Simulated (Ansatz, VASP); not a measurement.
## One calculation of NbCd3, two programs

```
Nb Cd
1.0
     4.21500    0.00000    0.00000
     0.00000    4.21500    0.00000
     0.00000    0.00000    4.21500
Nb Cd
1 3
Direct
  0.00000 0.00000 0.00000
  0.00000 0.50000 0.50000
  0.50000 0.00000 0.50000
  0.50000 0.50000 0.00000
```

Alike in both runs: task single point; functional BLYP; k mesh 5 × 5 × 5; occupations fermi-dirac, width 0.1 eV; no spin polarisation.

```csv
,VASP,Ansatz
version,VASP 6.6.1,Ansatz 0.2.0
potentials or method,"VASP PAW PBE potentials, release 64 (Nb_sv, Cd), cutoff 520 eV","plane waves, PAW"
valence electrons in the cell,49,73
```

VASP gave:

```
pressure (GPa) : 14.3
```

Question: Which values does Ansatz return?

Answer: Pressure (GPa): 13.5.

VASP's potentials were made for PBE, not for BLYP. VASP's potentials hold 49 valence electrons a cell and Ansatz's 73, so a difference there can come from the potentials and not from the codes.
